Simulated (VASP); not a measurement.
A run of VASP 6.6.1:

POSCAR

```
Bi
1.0
   -1.9189125550      1.9189125550      1.9189125550
    1.9189125550     -1.9189125550      1.9189125550
    1.9189125550      1.9189125550     -1.9189125550
Bi
1
Direct
    0.0000000000      0.0000000000      0.0000000000
```

INCAR.step1

```
PREC     = Accurate       # precision mode
ENCUT    = 520            # plane-wave cutoff, eV
ISMEAR   = 0              # smearing method
SIGMA    = 0.1            # smearing width, eV
LREAL    = False          # projectors in reciprocal space
LASPH    = True           # aspherical terms in the spheres
NELM     = 100            # most SCF steps
NBANDS   = 14             # bands
GGA      = PE             # functional
ALGO     = Normal         # electronic algorithm
EDIFF    = 1E-4           # SCF threshold, eV
LWAVE    = True           # write WAVECAR
LCHARG   = False          # write CHGCAR
```

Contents of INCAR.step2:

```
PREC     = Accurate       # precision mode
ENCUT    = 520            # plane-wave cutoff, eV
EDIFF    = 1E-6           # SCF threshold, eV
ISMEAR   = 0              # smearing method
SIGMA    = 0.1            # smearing width, eV
LREAL    = False          # projectors in reciprocal space
LASPH    = True           # aspherical terms in the spheres
NELM     = 100            # most SCF steps
ALGO     = Normal         # electronic algorithm
ISIF     = 2              # what is computed and relaxed
LWAVE    = False          # write WAVECAR
LCHARG   = False          # write CHGCAR
METAGGA  = R2SCAN         # meta-GGA
LMIXTAU  = True         
NBANDS   = 14             # bands
ISTART   = 1
```

The input KPOINTS:

```
Automatic mesh
0
Gamma
  16 16 16
```

Potentials or basis: VASP PAW PBE potentials, release 64 (Bi_d).

Run with:

```bash
$ cat potpaw_PBE.64/Bi_d/POTCAR > POTCAR
$ cp INCAR.step1 INCAR
$ mpirun -np 1 vasp_std > vasp.out
$ cp INCAR.step2 INCAR
$ mpirun -np 1 vasp_std > vasp.out
```

Hardware: 1 thread of Intel(R) Xeon(R) Platinum 8488C (Sapphire Rapids), with other jobs on the host.

Estimate the wall time of this run.

Run time: 2.3 min on 1 thread of Intel(R) Xeon(R) Platinum 8488C (Sapphire Rapids), with other jobs on the host, peak memory 0.2 GiB. Counts: k points 145.
